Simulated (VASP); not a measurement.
# Fe (I4/mmm) in VASP: notebook

Runs on Fe. Level: PBEsol. Tasks: single point.

Program: VASP 6.6.1. These are calculated values, not measurements. Logs are shortened: lines on timing, memory, paths and dates and some standing lists are left out, and cuts for length are marked.

## 1. The cell of the first run

Symmetry: I4/mmm, No. 139, tetragonal system. The conventional cell has a = 3.038 Å, b = 3.038 Å, c = 2.582 Å, α = 90.00°, β = 90.00°, γ = 90.00°. Within 3.3 Å of Fe (site symmetry 4/mmm) lie 14 Fe at 2.51 to 3.04 Å.

## 2. Single point, PBEsol, collinear spin, ferromagnetic start

Contents of INCAR:

```
SYSTEM = Fe
  PREC = Accurate
  ENCUT = 520
  EDIFF = 1E-6
  ISMEAR = 0
  SIGMA = 0.15
  LREAL = .FALSE.
  LASPH = .TRUE.
  NELM = 150
  ALGO = Fast
  ISIF = 2
  LWAVE = .FALSE.
  LCHARG = .FALSE.
  ISPIN = 2
  MAGMOM = 2.64
  LORBIT = 11
  LMAXMIX = 4
  GGA = PS
  NBANDS = 14
```

Contents of KPOINTS:

```
regular mesh
0
G
  26 26 26
  0 0 0
```

Contents of POSCAR:

```
Fe
1.0
   -1.5191050893      1.5191050893      1.2912393259
    1.5191050893     -1.5191050893      1.2912393259
    1.5191050893      1.5191050893     -1.2912393259
Fe
1
Direct
    0.0000000000      0.0000000000      0.0000000000
```

Potentials or basis: VASP PAW PBE potentials, release 64 (Fe).

Launch:

```console
$ cat potpaw_PBE.64/Fe/POTCAR > POTCAR
$ mpirun -np 1 vasp_std > vasp.out
```

OUTCAR:

```text
SYSTEM = Fe
   PREC = Accurate
   ENCUT = 520
   EDIFF = 1E-6
   ISMEAR = 0
   LREAL = .FALSE.
   LASPH = .TRUE.
   NELM = 150
   ISIF = 2
   ISPIN = 2
   LORBIT = 11
   GGA = PS

 ion  position               nearest neighbor table
   1  0.000  0.000  0.000-

  LATTYP: Found a body centered tetragonal cell.
 ALAT       =     3.0382101786
 C/A-ratio  =     0.8500000000

  Lattice vectors:

 A1 = (  -1.5191050893,   1.5191050893,   1.2912393259)
 A2 = (   1.5191050893,  -1.5191050893,   1.2912393259)
 A3 = (   1.5191050893,   1.5191050893,  -1.2912393259)

Analysis of symmetry for initial positions (statically):
=====================================================================
 Subroutine PRICEL returns:
 Original cell was already a primitive cell.

 Routine SETGRP: Setting up the symmetry group for a
 body centered tetragonal supercell.

 Subroutine GETGRP returns: Found 16 space group operations
 (whereof 16 operations were pure point group operations)
 out of a pool of 16 trial point group operations.

The static configuration has the point symmetry D_4h.

Analysis of symmetry for dynamics (positions and initial velocities):
=====================================================================
 Subroutine PRICEL returns:
 Original cell was already a primitive cell.

 Routine SETGRP: Setting up the symmetry group for a
 body centered tetragonal supercell.

 Subroutine GETGRP returns: Found 16 space group operations
 (whereof 16 operations were pure point group operations)
 out of a pool of 16 trial point group operations.

The dynamic configuration has the point symmetry D_4h.

Analysis of structural, dynamic, and magnetic symmetry:
=====================================================================
 Subroutine PRICEL returns:
 Original cell was already a primitive cell.

 Routine SETGRP: Setting up the symmetry group for a
 body centered tetragonal supercell.

 Subroutine GETGRP returns: Found 16 space group operations
 (whereof 16 operations were pure point group operations)
 out of a pool of 16 trial point group operations.

The overall configuration has the point symmetry D_4h.

 Subroutine INISYM returns: Found 16 space group operations
 (whereof 16 operations are pure point group operations),
 and found     1 'primitive' translations

----------------------------------------------------------------------------------------

                                     Primitive cell

  volume of cell :      11.9191

  direct lattice vectors                    reciprocal lattice vectors
    -1.519105089  1.519105089  1.291239326     0.000000000  0.329141153  0.387224885
     1.519105089 -1.519105089  1.291239326     0.329141153  0.000000000  0.387224885
     1.519105089  1.519105089 -1.291239326     0.329141153  0.329141153  0.000000000

  length of vectors
     2.506523397  2.506523397  2.506523397     0.508209612  0.508209612  0.465475882

  position of ions in fractional coordinates (direct lattice)
     0.000000000  0.000000000  0.000000000

  ion indices of the primitive-cell ions
   primitive index   ion index
                 1           1

----------------------------------------------------------------------------------------

 KPOINTS: regular mesh

Automatic generation of k-mesh.
 Grid dimensions read from file:
 generate k-points for:   26   26   26

 Generating k-lattice:

  Cartesian coordinates                     Fractional coordinates (reciprocal lattice)
     0.000000000  0.012659275  0.014893265     0.038461538 -0.000000000  0.000000000
     0.012659275  0.000000000  0.014893265    -0.000000000  0.038461538  0.000000000
     0.012659275  0.012659275  0.000000000     0.000000000  0.000000000  0.038461538

  Length of vectors
     0.019546524  0.019546524  0.017902919

  Shift w.r.t. Gamma in fractional coordinates (k-lattice)
     0.000000000  0.000000000  0.000000000

 Subroutine IBZKPT returns following result:
 ===========================================

 Found   1330 irreducible k-points:

 Following reciprocal coordinates:
            Coordinates               Weight
  0.000000  0.000000  0.000000      1.000000
  0.038462  0.000000 -0.000000      8.000000
  0.076923  0.000000 -0.000000      8.000000
  0.115385  0.000000  0.000000      8.000000
  0.153846 -0.000000  0.000000      8.000000
  0.192308 -0.000000  0.000000      8.000000
[... 16 lines left out ...]
  0.346154  0.038462 -0.000000     16.000000
  0.384615  0.038462  0.000000     16.000000
 [... further k-points ...]
   k-points           NKPTS =   1330   k-points in BZ     NKDIM =   1330   number of bands    NBANDS=     14
   number of dos      NEDOS =    301   number of ions     NIONS =      1
   total plane-waves  NPLWV =   8000
   dimension x,y,z NGX =    20 NGY =   20 NGZ =   20
   dimension x,y,z NGXF=    40 NGYF=   40 NGZF=   40
   ions per type =               1
   NGX,Y,Z   is equivalent  to a cutoff of  13.27, 13.27, 13.27 a.u.
   NGXF,Y,Z  is equivalent  to a cutoff of  26.53, 26.53, 26.53 a.u.
 SYSTEM =  Fe
   PREC   = accura    normal or accurate (medium, high low for compatibility)
   ISTART =      0    job   : 0-new  1-cont  2-samecut
   ICHARG =      2    charge: 1-file 2-atom 10-const
   ISPIN  =      2    spin polarized calculation?
   LNONCOLLINEAR =      F non collinear calculations
   LSORBIT =      F    spin-orbit coupling
   LASPH  =      T    aspherical Exc in radial PAW
   ENCUT  =  520.0 eV  38.22 Ry    6.18 a.u.   4.66  4.66  4.66*2*pi/ulx,y,z
   NELM   =    150;   NELMIN=  2; NELMDL= -5     # of ELM steps
   EDIFF  = 0.1E-05   stopping-criterion for ELM
   LREAL  =      F    real-space projection
   EDIFFG = 0.1E-04   stopping-criterion for IOM
   NSW    =      0    number of steps for IOM
   IBRION =     -1    ionic relax: 0-MD 1-quasi-New 2-CG
   NFREE  =      0    steps in history (QN), initial steepest desc. (CG)
   ISIF   =      2    stress and relaxation
   ISYM   =      2    0-nonsym 1-usesym 2-fastsym
   POTIM  = 0.5000    time-step for ionic-motion
   TEBEG  =    0.0;   TEEND  =   0.0 temperature during run
   PSTRESS=    0.0 pullay stress
   NELECT =       8.0000    total number of electrons
   NUPDOWN=      -1.0000    fix difference up-down
   EMIN   =  10.00;   EMAX   =-10.00  energy-range for DOS
   EFERMI =   0.00;   METHOD = LEGACY
   ISMEAR =     0;   SIGMA  =   0.15  broadening in eV -4-tet -1-fermi 0-gaus
   EFERMI_NEDOS =   21; number of points for ismear=-14 and -15
   IALGO  =     68    algorithm
   IMIX   =      4    mixing-type and parameters
     AMIX     =   0.40;   BMIX     =  1.00
     AMIX_MAG =   1.60;   BMIX_MAG =  1.00
  volume/ion in A,a.u.               =      11.92        80.43
  Fermi-wavevector in a.u.,A,eV,Ry     =   1.433367  2.708671 27.953723  2.054541
  Thomas-Fermi vector in A             =   2.552893
   LORBIT       =     11    0 simple, 1 ext, 2 COOP (PROOUT), +10 PAW based schemes
   GGA     = PS    functional components
   LHFCALC =     F    Hartree Fock is set to
   AEXX    =    0.0000 exact exchange contribution
   IVDW    =     0    specifies the selected vdW correction
   LEPSILON=     F    determine dielectric tensor
   LRPA    =     F    only Hartree local field effects (RPA)
 spin polarized calculation
 RMM-DIIS sequential band-by-band and
 Gauss-broadening in eV      SIGMA  =   0.15
  energy-cutoff  :      520.00
  volume of cell :       11.92
 maximum number of plane-waves:       335
   NGX =  9   NGY =  9   NGZ =  9

 number of electron       7.9999996 magnetization       2.4356426

 Free energy of the ion-electron system (eV)
  ---------------------------------------------------
  ext. energy  EPLUGINS =         0.00000000
  ---------------------------------------------------
  free energy    TOTEN  =        -8.78810107 eV

  energy without entropy =       -8.77573233  energy(sigma->0) =       -8.78191670

 E-fermi :   5.2654     XC(G=0): -12.9935

 val. band max:        5.2651457942   @ k =  -0.3846   0.1538   0.0769
 cond. band min:       5.2661057684   @ k =  -0.3846   0.4231   0.0385
 fundamental gap:      0.0009599742
 Fermi energy:         5.2653947395

 spin component 1

 k-point     1 :       0.0000    0.0000    0.0000
  band No.  band energies     occupation
      1      -3.0690      1.00000
      2       2.4131      1.00000
      3       3.3110      1.00000
      4       3.3110      1.00000
      5       3.5243      1.00000
      6       4.4228      1.00000
      7      27.8983      0.00000
      8      27.8983      0.00000
      9      32.6457      0.00000
     10      33.0324      0.00000
     11      33.2018      0.00000
     12      35.9538      0.00000
     13      35.9538      0.00000
     14      36.3191      0.00000
[... 375 lines left out ...]
 k-point    24 :       0.3846    0.0385    0.0000
  band No.  band energies     occupation
      1       0.4830      1.00000
      2       1.7166      1.00000
      3       3.8989      1.00000
      4       4.5759      1.00000
      5       4.9245      0.99934
      6       5.4186      0.07434
      7      14.7493      0.00000
      8      22.3852      0.00000
      9      23.5387      0.00000
     10      27.2314      0.00000
     11      30.5705      0.00000
     12      36.7245      0.00000
     13      43.7641      0.00000
     14      46.4415      0.00000

 [... further k-points ...]

 spin component 2

 k-point     1 :       0.0000    0.0000    0.0000
  band No.  band energies     occupation
      1      -2.7644      1.00000
      2       4.4096      1.00000
      3       5.6476      0.00016
      4       5.6476      0.00016
      5       6.0503      0.00000
      6       7.4147      0.00000
      7      27.9621      0.00000
      8      27.9621      0.00000
      9      32.6172      0.00000
     10      33.6666      0.00000
     11      33.8559      0.00000
     12      36.3711      0.00000
     13      36.8692      0.00000
     14      36.8692      0.00000
[... 375 lines left out ...]
 k-point    24 :       0.3846    0.0385    0.0000
  band No.  band energies     occupation
      1       1.7850      1.00000
      2       3.6488      1.00000
      3       5.5390      0.00495
      4       6.8259      0.00000
      5       7.5802      0.00000
      6       7.6090      0.00000
      7      15.9827      0.00000
      8      22.6830      0.00000
      9      24.2498      0.00000
     10      27.9441      0.00000
     11      31.3138      0.00000
     12      37.1753      0.00000
     13      44.0537      0.00000
     14      47.0098      0.00000

 [... further k-points ...]

------------------------ aborting loop because EDIFF is reached ----------------------------------------

  FORCE on cell =-STRESS in cart. coord.  units (eV):
  Direction    XX          YY          ZZ          XY          YZ          ZX
  --------------------------------------------------------------------------------------
  -------------------------------------------------------------------------------------
  Total       -1.2588707     -1.2588707      0.0744874      0.0000000     -0.0000000      0.0000000
  in kB     -169.2190878   -169.2190878     10.0126956      0.0000000     -0.0000000      0.0000000
  external PRESSURE =    -109.4751600 kB  Pullay stress =       0.0000000 kB

 VOLUME and BASIS-vectors are now :
 -----------------------------------------------------------------------------
  energy-cutoff  :      520.00
  volume of cell :       11.92
      direct lattice vectors                 reciprocal lattice vectors
    -1.519105089  1.519105089  1.291239326     0.000000000  0.329141153  0.387224885
     1.519105089 -1.519105089  1.291239326     0.329141153  0.000000000  0.387224885
     1.519105089  1.519105089 -1.291239326     0.329141153  0.329141153  0.000000000

 POSITION                                       TOTAL-FORCE (eV/Angst)
 -----------------------------------------------------------------------------------
      0.00000      0.00000      0.00000        -0.000000      0.000000     -0.000000
 -----------------------------------------------------------------------------------
    total drift:                               -0.000000     -0.000000      0.000000

  FREE ENERGIE OF THE ION-ELECTRON SYSTEM (eV)
  ---------------------------------------------------
  free  energy   TOTEN  =        -8.7881010678 eV

  energy  without entropy=       -8.7757323310  energy(sigma->0) =       -8.78191670

 total charge

# of ion       s       p       d       tot
------------------------------------------
    1        0.477   0.504   6.207   7.188

 magnetization (x)

# of ion       s       p       d       tot
------------------------------------------
    1       -0.014  -0.043   2.483   2.426
```

Run time: 13 min. Hardware: 1 thread of Oxide Virtual Turin-like, shared host; peak memory 0.38 GiB.

Results:

```
Free energy                                           : -8.7881 eV
Pressure                                              : -10.9 GPa
Net moment                                            : 2.44 μB per cell
Site moments                                          : Fe +2.43 μB
Valence electrons inside the program's atomic spheres : Fe 7.19
```

Caveat: the stress differs along the axes, from -17 to 1 GPa; the PAW data sets were made with another functional, which shifts forces and pressure a little.

## 3. Single point, PBEsol, collinear spin, ferromagnetic start

Contents of INCAR:

```
SYSTEM = Fe
PREC = Accurate
ENCUT = 520
EDIFF = 1E-6
ISMEAR = 0
SIGMA = 0.15
LREAL = .FALSE.
LASPH = .TRUE.
NELM = 150
ALGO = Normal
ISIF = 2
LWAVE = .FALSE.
LCHARG = .TRUE.
ISPIN = 2
MAGMOM = 2.64
LORBIT = 11
LMAXMIX = 4
GGA = PS
LELF = .TRUE.
LVHAR = .TRUE.
NBANDS = 14
```

KPOINTS is that of step 2.

Contents of POSCAR:

```
Fe
1.0
   -1.3541508456      1.3541508456      1.6249810147
    1.3541508456     -1.3541508456      1.6249810147
    1.3541508456      1.3541508456     -1.6249810147
Fe
1
Direct
    0.0000000000      0.0000000000      0.0000000000
```

Potentials or basis: VASP PAW PBE potentials, release 64 (Fe).

Launch:

```console
$ cat potpaw_PBE.64/Fe/POTCAR > POTCAR
$ mpirun -np 1 vasp_std > vasp.out
```

It took 13 min on 1 thread of Oxide Virtual Turin-like, shared host; peak memory 0.37 GiB.

The run converged. Its results:

```yaml
Free_energy: -8.7972 eV
Pressure: -13.1 GPa
Net_moment: 2.37 μB per cell
Site_moments: Fe +2.36 μB
Valence_electrons_inside_the_program's_atomic_spheres: Fe 7.18
```

Stress tensor (GPa, compression positive):
```
 -8.96   0.00   0.00
  0.00  -8.96   0.00
  0.00   0.00 -21.35
```

Levels at points of the mesh, in eV from the Fermi level:
Spin up:
```csv
k point,band 1,band 2,band 3,band 4,band 5,band 6,band 7,band 8,band 9,band 10
"(0.00, 0.00, 0.00)",-8.30,-2.40,-2.40,-1.69,-1.65,-0.94,22.46,25.36,25.36,28.02
"(0.50, 0.00, 0.00)",-4.73,-2.84,-1.83,-0.62,0.04,0.05,6.38,19.36,21.43,24.22
"(0.50, 0.50, 0.00)",-4.81,-3.91,-0.58,-0.50,0.28,1.46,8.17,15.59,16.15,20.47
"(0.50, 0.50, 0.50)",-4.80,-4.41,-0.26,0.07,0.07,5.41,11.86,11.86,12.25,17.07
```
Spin down:
| k point | band 1 | band 2 | band 3 | band 4 | band 5 | band 6 | band 7 | band 8 |
| --- | --- | --- | --- | --- | --- | --- | --- | --- |
| (0.00, 0.00, 0.00) | -8.01 | -0.36 | -0.36 | 0.70 | 0.86 | 1.97 | 22.33 | 25.46 |
| (0.50, 0.00, 0.00) | -3.39 | -0.78 | 0.27 | 0.74 | 2.11 | 2.51 | 7.91 | 19.40 |
| (0.50, 0.50, 0.00) | -3.27 | -2.17 | 1.73 | 2.23 | 2.26 | 2.66 | 9.64 | 15.94 |
| (0.50, 0.50, 0.50) | -2.96 | -2.53 | 2.32 | 2.43 | 2.43 | 5.76 | 12.27 | 12.27 |

Caveat: the stress differs along the axes, from -21 to -9 GPa; the PAW data sets were made with another functional, which shifts forces and pressure a little.
